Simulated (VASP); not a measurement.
# Os (P6_3/mmc) in VASP: notebook

Runs on Os. Level: PBE. Tasks: relaxation of shape and atoms at fixed volume, single point.

All numbers are computed with VASP 6.6.1; they aren't measurements. Logs are shortened: lines on timing, memory, paths and dates and some standing lists are left out, and cuts for length are marked.

## 1. The cell of the first run

Symmetry: P6_3/mmc, No. 194, hexagonal system. Conventional cell: a = 2.780 Å, b = 2.780 Å, c = 4.394 Å, α = 90.00°, β = 90.00°, γ = 120.00°. Os (site symmetry -6m2) has 12 Os at 2.72 to 2.78 Å within 3.6 Å.

## 2. Relaxation of shape and atoms at fixed volume, PBE (14.70 Å³/atom)

Contents of INCAR:

```
SYSTEM = Os
ALGO = Normal
EDIFF = 1E-6
EDIFFG = -0.01
ENCUT = 600
GGA = PE
IBRION = 2
ISIF = 4
ISMEAR = 0
LASPH = .True.
LCHARG = .False.
LREAL = .False.
LWAVE = .False.
NELM = 60
NSW = 50
PREC = Accurate
SIGMA = 0.1
```

Contents of KPOINTS:

```
k-points
0
Gamma
  18 18 10
  0 0 0
```

Contents of POSCAR:

```
Os
1.0
    2.7800353866      0.0000000000      0.0000000000
   -1.3900176933      2.4075812682      0.0000000000
    0.0000000000      0.0000000000      4.3939556447
Os
2
Direct
    0.3333333333      0.6666666667      0.2500000000
    0.6666666667      0.3333333333      0.7500000000
```

Potentials or basis: VASP PAW PBE potentials, release 64 (Os).

Started as:

```bash
> cat potpaw_PBE.64/Os/POTCAR > POTCAR
> mpirun -np 1 vasp_std > vasp.out
```

OUTCAR:

```text
SYSTEM = Os
   EDIFF = 1E-6
   EDIFFG = -0.01
   ENCUT = 600
   GGA = PE
   IBRION = 2
   ISIF = 4
   ISMEAR = 0
   LASPH = .True.
   LREAL = .False.
   NELM = 60
   NSW = 50
   PREC = Accurate

 ion  position               nearest neighbor table
   1  0.333  0.667  0.250-   2 2.72   2 2.72   2 2.72   2 2.72   2 2.72   2 2.72
   2  0.667  0.333  0.750-   1 2.72   1 2.72   1 2.72   1 2.72   1 2.72   1 2.72

  LATTYP: Found a hexagonal cell.
 ALAT       =     2.7800353866
 C/A-ratio  =     1.5805394657

  Lattice vectors:

 A1 = (   2.7800353866,   0.0000000000,   0.0000000000)
 A2 = (  -1.3900176933,   2.4075812682,   0.0000000000)
 A3 = (   0.0000000000,   0.0000000000,   4.3939556447)

Analysis of symmetry for initial positions (statically):
=====================================================================
 Subroutine PRICEL returns:
 Original cell was already a primitive cell.

 Routine SETGRP: Setting up the symmetry group for a
 hexagonal supercell.

 Subroutine GETGRP returns: Found 24 space group operations
 (whereof 12 operations were pure point group operations)
 out of a pool of 24 trial point group operations.

The static configuration has the point symmetry D_3d.
 The point group associated with its full space group is D_6h.

Analysis of symmetry for dynamics (positions and initial velocities):
=====================================================================
 Subroutine PRICEL returns:
 Original cell was already a primitive cell.

 Routine SETGRP: Setting up the symmetry group for a
 hexagonal supercell.

 Subroutine GETGRP returns: Found 24 space group operations
 (whereof 12 operations were pure point group operations)
 out of a pool of 24 trial point group operations.

The dynamic configuration has the point symmetry D_3d.
 The point group associated with its full space group is D_6h.

 Subroutine INISYM returns: Found 24 space group operations
 (whereof 12 operations are pure point group operations),
 and found     1 'primitive' translations

----------------------------------------------------------------------------------------

                                     Primitive cell

  volume of cell :      29.4095

  direct lattice vectors                    reciprocal lattice vectors
     2.780035387  0.000000000  0.000000000     0.359707651  0.207677309  0.000000000
    -1.390017693  2.407581268  0.000000000     0.000000000  0.415354619  0.000000000
     0.000000000  0.000000000  4.393955645     0.000000000  0.000000000  0.227585365

  length of vectors
     2.780035387  2.780035387  4.393955645     0.415354619  0.415354619  0.227585365

  position of ions in fractional coordinates (direct lattice)
     0.333333333  0.666666667  0.250000000
     0.666666667  0.333333333  0.750000000

  ion indices of the primitive-cell ions
   primitive index   ion index
                 1           1
                 2           2

----------------------------------------------------------------------------------------

 KPOINTS: k-points

Automatic generation of k-mesh.
 Grid dimensions read from file:
 generate k-points for:   18   18   10

 Generating k-lattice:

  Cartesian coordinates                     Fractional coordinates (reciprocal lattice)
     0.019983758  0.011537628  0.000000000     0.055555556  0.000000000  0.000000000
     0.000000000  0.023075257  0.000000000     0.000000000  0.055555556  0.000000000
     0.000000000  0.000000000  0.022758537     0.000000000  0.000000000  0.100000000

  Length of vectors
     0.023075257  0.023075257  0.022758537

  Shift w.r.t. Gamma in fractional coordinates (k-lattice)
     0.000000000  0.000000000  0.000000000

 Subroutine IBZKPT returns following result:
 ===========================================

 Found    222 irreducible k-points:

 Following reciprocal coordinates:
            Coordinates               Weight
  0.000000  0.000000  0.000000      1.000000
  0.055556  0.000000  0.000000      6.000000
  0.111111  0.000000  0.000000      6.000000
  0.166667  0.000000  0.000000      6.000000
  0.222222  0.000000  0.000000      6.000000
  0.277778  0.000000  0.000000      6.000000
[... 16 lines left out ...]
  0.333333  0.111111  0.000000     12.000000
  0.388889  0.111111  0.000000     12.000000
 [... further k-points ...]
   k-points           NKPTS =    222   k-points in BZ     NKDIM =    222   number of bands    NBANDS=     12
   number of dos      NEDOS =    301   number of ions     NIONS =      2
   total plane-waves  NPLWV =  20736
   dimension x,y,z NGX =    24 NGY =   24 NGZ =   36
   dimension x,y,z NGXF=    48 NGYF=   48 NGZF=   72
   ions per type =               2
   NGX,Y,Z   is equivalent  to a cutoff of  14.35, 14.35, 13.62 a.u.
   NGXF,Y,Z  is equivalent  to a cutoff of  28.70, 28.70, 27.24 a.u.
 SYSTEM =  Os
   PREC   = accura    normal or accurate (medium, high low for compatibility)
   ISTART =      0    job   : 0-new  1-cont  2-samecut
   ICHARG =      2    charge: 1-file 2-atom 10-const
   ISPIN  =      1    spin polarized calculation?
   LNONCOLLINEAR =      F non collinear calculations
   LSORBIT =      F    spin-orbit coupling
   LASPH  =      T    aspherical Exc in radial PAW
   ENCUT  =  600.0 eV  44.10 Ry    6.64 a.u.   5.55  5.55  8.78*2*pi/ulx,y,z
   NELM   =     60;   NELMIN=  2; NELMDL= -5     # of ELM steps
   EDIFF  = 0.1E-05   stopping-criterion for ELM
   LREAL  =      F    real-space projection
   EDIFFG = -.1E-01   stopping-criterion for IOM
   NSW    =     50    number of steps for IOM
   IBRION =      2    ionic relax: 0-MD 1-quasi-New 2-CG
   NFREE  =      1    steps in history (QN), initial steepest desc. (CG)
   ISIF   =      4    stress and relaxation
   ISYM   =      2    0-nonsym 1-usesym 2-fastsym
   POTIM  = 0.5000    time-step for ionic-motion
   TEBEG  =    0.0;   TEEND  =   0.0 temperature during run
   PSTRESS=    0.0 pullay stress
   NELECT =      16.0000    total number of electrons
   NUPDOWN=      -1.0000    fix difference up-down
   EMIN   =  10.00;   EMAX   =-10.00  energy-range for DOS
   EFERMI =   0.00;   METHOD = LEGACY
   ISMEAR =     0;   SIGMA  =   0.10  broadening in eV -4-tet -1-fermi 0-gaus
   EFERMI_NEDOS =   21; number of points for ismear=-14 and -15
   IALGO  =     38    algorithm
   IMIX   =      4    mixing-type and parameters
     AMIX     =   0.40;   BMIX     =  1.00
     AMIX_MAG =   1.60;   BMIX_MAG =  1.00
  volume/ion in A,a.u.               =      14.70        99.23
  Fermi-wavevector in a.u.,A,eV,Ry     =   1.336449  2.525523 24.301324  1.786097
  Thomas-Fermi vector in A             =   2.465075
   LORBIT       =      0    0 simple, 1 ext, 2 COOP (PROOUT), +10 PAW based schemes
   GGA     = PE    functional components
   LHFCALC =     F    Hartree Fock is set to
   AEXX    =    0.0000 exact exchange contribution
   IVDW    =     0    specifies the selected vdW correction
   LEPSILON=     F    determine dielectric tensor
   LRPA    =     F    only Hartree local field effects (RPA)
 conjugate gradient relaxation of ions
 non-spin polarized calculation
 Gauss-broadening in eV      SIGMA  =   0.10
  energy-cutoff  :      600.00
  volume of cell :       29.41
 maximum number of plane-waves:      1014
 NGX is ok and might be reduce to    24
   NGX = 11   NGY = 11   NGZ = 17

--------------------------------------- Ionic step        1  -------------------------------------------

 number of electron      15.9999998 magnetization

 Free energy of the ion-electron system (eV)
  ---------------------------------------------------
  ext. energy  EPLUGINS =         0.00000000
  ---------------------------------------------------
  free energy    TOTEN  =       -22.47008916 eV

  energy without entropy =      -22.46213960  energy(sigma->0) =      -22.46611438

------------------------ aborting loop because EDIFF is reached ----------------------------------------

  FORCE on cell =-STRESS in cart. coord.  units (eV):
  Direction    XX          YY          ZZ          XY          YZ          ZX
  --------------------------------------------------------------------------------------
  -------------------------------------------------------------------------------------
  Total       -1.9935847     -1.9935847     -2.1566322      0.0000000      0.0000000      0.0000000
  in kB     -108.6071267   -108.6071267   -117.4896795      0.0000000      0.0000000      0.0000000
  external PRESSURE =    -111.5679776 kB  Pullay stress =       0.0000000 kB

 VOLUME and BASIS-vectors are now :
 -----------------------------------------------------------------------------
  energy-cutoff  :      600.00
  volume of cell :       29.41
      direct lattice vectors                 reciprocal lattice vectors
     2.780035387  0.000000000  0.000000000     0.359707651  0.207677309  0.000000000
    -1.390017693  2.407581268  0.000000000     0.000000000  0.415354619  0.000000000
     0.000000000  0.000000000  4.393955645     0.000000000  0.000000000  0.227585365
[... 37 lines left out ...]
 POSITION                                       TOTAL-FORCE (eV/Angst)
 -----------------------------------------------------------------------------------
     -0.00000      1.60716      1.09561         0.000000      0.000000      0.000000
      1.39184      0.80358      3.28683        -0.000000     -0.000000      0.000000
 -----------------------------------------------------------------------------------
    total drift:                               -0.000000      0.000000     -0.000000

  FREE ENERGIE OF THE ION-ELECTRON SYSTEM (eV)
  ---------------------------------------------------
  free  energy   TOTEN  =       -22.4700623526 eV

  energy  without entropy=      -22.4618602473  energy(sigma->0) =      -22.46596130

--------------------------------------- Ionic step        3  -------------------------------------------

 number of electron      15.9999998 magnetization

 Free energy of the ion-electron system (eV)
  ---------------------------------------------------
  ext. energy  EPLUGINS =         0.00000000
  ---------------------------------------------------
  free energy    TOTEN  =       -22.47018951 eV

  energy without entropy =      -22.46212197  energy(sigma->0) =      -22.46615574

 E-fermi :   8.7261     XC(G=0): -13.7707

 val. band max:        8.7222264630   @ k =   0.4444   0.1111   0.4000
 cond. band min:       8.7321551661   @ k =   0.1667   0.1111   0.3000
 fundamental gap:      0.0099287030
 Fermi energy:         8.7261061762

 k-point     1 :       0.0000    0.0000    0.0000
  band No.  band energies     occupation
      1      -1.7663      2.00000
      2       1.4010      2.00000
      3       5.8886      2.00000
      4       5.8886      2.00000
      5       6.1384      2.00000
      6       6.6661      2.00000
      7       6.6661      2.00000
      8       7.2561      2.00000
      9       7.2561      2.00000
     10       8.7733      0.50447
     11      10.2856      0.00000
     12      10.2856      0.00000

 k-point     2 :       0.0556    0.0000    0.0000
  band No.  band energies     occupation
      1      -1.6478      2.00000
      2       1.5062      2.00000
      3       5.6249      2.00000
      4       5.9912      2.00000
      5       6.3707      2.00000
      6       6.5966      2.00000
      7       6.7616      2.00000
      8       7.1193      2.00000
      9       7.1733      2.00000
     10       8.1912      2.00000
     11      10.3423      0.00000
     12      11.0405      0.00000
[... 316 lines left out ...]
 k-point    24 :       0.3889    0.1111    0.0000
  band No.  band energies     occupation
      1       2.3190      2.00000
      2       2.4353      2.00000
      3       2.8001      2.00000
      4       5.3577      2.00000
      5       5.3837      2.00000
      6       6.2710      2.00000
      7       6.9335      2.00000
      8      10.1820      0.00000
      9      10.5713      0.00000
     10      11.0278      0.00000
     11      12.3302      0.00000
     12      15.2109      0.00000

 [... further k-points ...]

------------------------ aborting loop because EDIFF is reached ----------------------------------------

  FORCE on cell =-STRESS in cart. coord.  units (eV):
  Direction    XX          YY          ZZ          XY          YZ          ZX
  --------------------------------------------------------------------------------------
  -------------------------------------------------------------------------------------
  Total       -2.0423704     -2.0423704     -2.0407963     -0.0000000     -0.0000000     -0.0000000
  in kB     -111.2648871   -111.2648871   -111.1791347     -0.0000000     -0.0000000     -0.0000000
  external PRESSURE =    -111.2363030 kB  Pullay stress =       0.0000000 kB

 VOLUME and BASIS-vectors are now :
 -----------------------------------------------------------------------------
  energy-cutoff  :      600.00
  volume of cell :       29.41
      direct lattice vectors                 reciprocal lattice vectors
     2.781745020 -0.000000000  0.000000000     0.359486579  0.207549673  0.000000000
    -1.390872510  2.409061854  0.000000000     0.000000000  0.415099346  0.000000000
     0.000000000  0.000000000  4.388556339     0.000000000  0.000000000  0.227865367

 POSITION                                       TOTAL-FORCE (eV/Angst)
 -----------------------------------------------------------------------------------
     -0.00000      1.60604      1.09714         0.000000     -0.000000      0.000000
      1.39087      0.80302      3.29142        -0.000000      0.000000      0.000000
 -----------------------------------------------------------------------------------
    total drift:                               -0.000000      0.000000     -0.000000

  FREE ENERGIE OF THE ION-ELECTRON SYSTEM (eV)
  ---------------------------------------------------
  free  energy   TOTEN  =       -22.4701895141 eV

  energy  without entropy=      -22.4621219713  energy(sigma->0) =      -22.46615574

 reached required accuracy - stopping structural energy minimisation
```

It took 44 s on 1 thread of Intel Xeon 6975P-C (Granite Rapids), shared host; peak memory 0.23 GiB.

Results:

```
Free energy               : -22.4702 eV
Energy gained by relaxing : 0.1 meV/atom
Ionic steps               : 3
Pressure after relaxing   : -11.1 GPa
Band gap on the k mesh    : zero (bands 8 and 9 overlap by 3.62 eV)
```

The path:
| step | energy change (eV) | largest force (eV/Å) | pressure (GPa) | volume (Å³) |
| --- | --- | --- | --- | --- |
| 1 | 0.0000 | 0.0000 | -11.16 | 29.41 |
| 2 | 0.0000 | 0.0000 | -11.09 | 29.41 |
| 3 | -0.0001 | 0.0000 | -11.12 | 29.41 |

Final structure:
```
Os
1.0
     2.78175    0.00000    0.00000
    -1.39087    2.40906    0.00000
     0.00000    0.00000    4.38856
Os
2
Direct
  0.33333 0.66667 0.25000
  0.66667 0.33333 0.75000
```

Levels at points of the mesh, in eV from the Fermi level:
| k point | band 4 | band 5 | band 6 | band 7 | band 8 | band 9 | band 10 | band 11 | band 12 |
| --- | --- | --- | --- | --- | --- | --- | --- | --- | --- |
| (0.00, 0.00, 0.00) | -2.84 | -2.59 | -2.06 | -2.06 | -1.47 | -1.47 | 0.05 | 1.56 | 1.56 |
| (0.50, 0.00, 0.00) | -3.31 | -2.78 | -2.41 | -1.76 | 1.85 | 2.37 | 2.49 | 4.09 | 5.33 |
| (0.00, 0.00, 0.50) | -3.34 | -3.03 | -3.03 | -3.03 | -3.03 | 0.81 | 0.81 | 0.81 | 0.81 |
| (0.50, 0.00, 0.50) | -4.96 | -1.13 | -1.13 | -0.15 | -0.15 | 2.16 | 2.16 | 3.08 | 3.08 |

Caveat: spin-orbit coupling is left out, which moves the levels of the heavy elements.

## 3. Relaxation of shape and atoms at fixed volume, PBE (15.13 Å³/atom)

This run uses another cell than the first one, of 15.13 Å³/atom.

Contents of INCAR:

```
PREC = Accurate ; ENCUT = 600
EDIFF = 1E-6 ; ISMEAR = 0
SIGMA = 0.1 ; LREAL = False
LASPH = True ; NELM = 100
ALGO = Normal ; ISIF = 4
LWAVE = False ; LCHARG = False
GGA = PE ; IBRION = 2
NSW = 50 ; EDIFFG = -0.01
```

Contents of KPOINTS:

```
Automatic mesh
0
Gamma
  18 18 10
```

Contents of POSCAR:

```
Os
1.0
    2.8082731686      0.0000000000      0.0000000000
   -1.4041365843      2.4320359048      0.0000000000
    0.0000000000      0.0000000000      4.4314541073
Os
2
Direct
    0.3333333333      0.6666666667      0.2500000000
    0.6666666667      0.3333333333      0.7500000000
```

Potentials or basis: VASP PAW PBE potentials, release 64 (Os).

Started as:

```bash
> cat potpaw_PBE.64/Os/POTCAR > POTCAR
> mpirun -np 1 vasp_std > vasp.out
```

Run time: 43 s. Hardware: 1 thread of Intel Xeon 6975P-C (Granite Rapids), shared host; peak memory 0.22 GiB.

It converged, with:

| Item | Value |
| --- | --- |
| Free energy | -22.3853 eV |
| Energy gained by relaxing | 0.1 meV/atom |
| Ionic steps | 3 |
| Pressure after relaxing | -20.4 GPa |
| Band gap on the k mesh | zero (bands 8 and 9 overlap by 3.46 eV) |

The path:
```tsv
step	energy change (eV)	largest force (eV/Å)	pressure (GPa)	volume (Å³)
1	0.0000	0.0000	-20.44	30.27
2	0.0000	0.0000	-20.37	30.27
3	-0.0001	0.0000	-20.40	30.27
```

Final structure:
```xyz
2
Lattice="2.8101 0.0000 0.0000 -1.4051 2.4336 0.0000 0.0000 0.0000 4.4257" Properties=species:S:1:pos:R:3 pbc="T T T"
Os    0.0000    1.6224    1.1064
Os    1.4051    0.8112    3.3192
```

Levels at points of the mesh, in eV from the Fermi level:
```tsv
k point	band 5	band 6	band 7	band 8	band 9	band 10	band 11	band 12
(0.00, 0.00, 0.00)	-2.46	-1.97	-1.97	-1.43	-1.43	0.08	1.49	1.49
(0.50, 0.00, 0.00)	-2.70	-2.31	-1.68	1.74	2.24	2.38	3.91	5.12
(0.00, 0.00, 0.50)	-2.91	-2.91	-2.91	-2.91	0.77	0.77	0.77	0.77
(0.50, 0.00, 0.50)	-1.09	-1.09	-0.14	-0.14	2.04	2.04	2.96	2.96
```

Caveat: spin-orbit coupling is left out, which moves the levels of the heavy elements.

[end of part 1 of 2]
